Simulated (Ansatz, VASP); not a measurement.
## Two plane-wave programs on Lu

Contents of INCAR:

```
SYSTEM = Lu
PREC = Accurate ; ENCUT = 520
EDIFF = 1E-6 ; ISMEAR = 1
SIGMA = 1.0 ; LREAL = .FALSE.
LASPH = .TRUE. ; NELM = 100
ALGO = Normal ; ISIF = 2
LWAVE = .FALSE. ; LCHARG = .FALSE.
GGA = CA ; NBANDS = 32
```

File KPOINTS:

```
Automatic mesh
0
G
  11 11 6
  0 0 0
```

The input POSCAR:

```
Lu
1.0
    3.3823924653      0.0000000000      0.0000000000
   -1.6911962327      2.9292378005      0.0000000000
    0.0000000000      0.0000000000      5.2524129119
Lu
2
Direct
    0.3333333333      0.6666666667      0.2500000000
    0.6666666667      0.3333333333      0.7500000000
```

Input for Ansatz:

```yaml
crystal:
  lattice:
    - [3.3823924653, 0.0, 0.0]
    - [-1.6911962327, 2.9292378005, 0.0]
    - [0.0, 0.0, 5.2524129119]
  atoms:
    - { symbol: Lu, position: [0.3333333333, 0.6666666667, 0.25] }
    - { symbol: Lu, position: [0.6666666667, 0.3333333333, 0.75] }
hamiltonian:
  xc: lda
  pseudopotentials:
    kind: paw
    azcp:
      Lu: "pseudopotentials/Lu.paw.azcp"
basis:
  ecutwfc: 420
  fft_grid_basis: typed
kpoints:
  mp_grid: { grid: [11, 11, 6], shift: [0, 0, 0] }
magnetization:
  spin_polarized: false
scf:
  occupations: { method: methfessel_paxton, width: 1.0 }
  lower_state_search: "off"
output:
  stress: true
```

Alike in both runs: task single point; functional LDA; k mesh 11 × 11 × 6; occupations methfessel-paxton of order 1, width 1 eV; no spin polarisation.

|  | VASP | Ansatz |
| --- | --- | --- |
| version | VASP 6.6.1 | Ansatz 0.2.0 |
| potentials or method | VASP PAW PBE potentials, release 64 (Lu), cutoff 520 eV | plane waves (420 eV) with PAW, scalar-relativistic |
| valence electrons in the cell | 50 | 50 |

|  | VASP | Ansatz | Ansatz less VASP |
| --- | --- | --- | --- |
| pressure (GPa) | 0.3 | 0.0 | -0.28 |
| traceless stress, the component that is largest in VASP (GPa) | 0.48 | 0.46 | -0.023 |

VASP's potentials were made for PBE, not for LDA, and Ansatz warns of the same on its side. LDA's correlation is that of Perdew and Zunger in VASP and of Perdew and Wang (1992) in Ansatz.

Neither program's run includes spin-orbit coupling.
